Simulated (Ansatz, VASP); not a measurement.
One calculation of Ga3Sb, two programs

```
CELL_PARAMETERS angstrom
-2.32202 2.32202 3.56245
2.32202 -2.32202 3.56245
2.32202 2.32202 -3.56245
ATOMIC_POSITIONS crystal
Ga 0.75000 0.25000 0.50000
Ga 0.25000 0.75000 0.50000
Ga 0.50000 0.50000 0.00000
Sb 0.00000 0.00000 0.00000
```

Alike in both runs: task single point; functional PBE; dispersion D3(BJ); k mesh 14 × 14 × 14; occupations gaussian, width 0.15 eV; no spin polarisation.

```csv
,VASP,Ansatz
version,VASP 6.6.1,Ansatz 0.2.0
potentials or method,"VASP PAW PBE potentials, release 64 (Ga_d, Sb), cutoff 520 eV","scalar-relativistic, plane waves, PAW"
valence electrons in the cell,44,54
```

```csv
,VASP,Ansatz,Ansatz less VASP
gap on the k mesh at the Fermi level (eV),none,none,-
pressure (GPa),4.9,4.8,-0.04
"traceless stress, the component that is largest in VASP (GPa)",0.51,0.50,-0.006
```

A gap of «none» marks a metal or a gap that the smearing closes. VASP's potentials hold 44 valence electrons a cell and Ansatz's 54, so a difference there can come from the potentials and not from the codes.

Neither program's run includes spin-orbit coupling.
